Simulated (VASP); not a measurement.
Input of a VASP 6.6.1 run:

POSCAR

```
GaP
1.0
    0.0000000000      2.8960102657      2.8960102657
    2.8960102657      0.0000000000      2.8960102657
    2.8960102657      2.8960102657      0.0000000000
Ga P
1 1
Direct
    0.0000000000      0.0000000000      0.0000000000
    0.2500000000      0.2500000000      0.2500000000
```

File INCAR.step1:

```
SYSTEM = GaP
ALGO = Normal
EDIFF = 1E-4
ENCUT = 520
GGA = PE
ISMEAR = 0
LASPH = .TRUE.
LCHARG = .FALSE.
LREAL = .FALSE.
LWAVE = .TRUE.
NBANDS = 16
NELM = 80
PREC = Accurate
SIGMA = 0.05
```

INCAR.step2

```
SYSTEM = GaP
ALGO = Normal
EDIFF = 1E-6
ENCUT = 520
ISIF = 2
ISMEAR = 0
ISTART = 1
LASPH = .TRUE.
LCHARG = .FALSE.
LMIXTAU = .TRUE.
LREAL = .FALSE.
LWAVE = .FALSE.
METAGGA = R2SCAN
NBANDS = 16
NELM = 80
PREC = Accurate
SIGMA = 0.05
```

The input KPOINTS:

```
k-points
0
G
  10 10 10
  0 0 0
```

Potentials or basis: VASP PAW PBE potentials, release 64 (Ga_d, P).

Launch:

```sh
$ cat potpaw_PBE.64/Ga_d/POTCAR potpaw_PBE.64/P/POTCAR > POTCAR
$ cp INCAR.step1 INCAR
$ mpirun -np 1 vasp_std > vasp.out
$ cp INCAR.step2 INCAR
$ mpirun -np 1 vasp_std > vasp.out
```

**Question.** Predict the pressure.

**Answer.** -10.6 GPa.

**Question.** Predict the band gap on the k mesh.

**Answer.** 0.81 eV, direct.

Caveat: the PAW data sets were made with another functional, which shifts forces and pressure a little. r2SCAN opens gaps a little over a GGA but as a rule still falls short of measured ones.
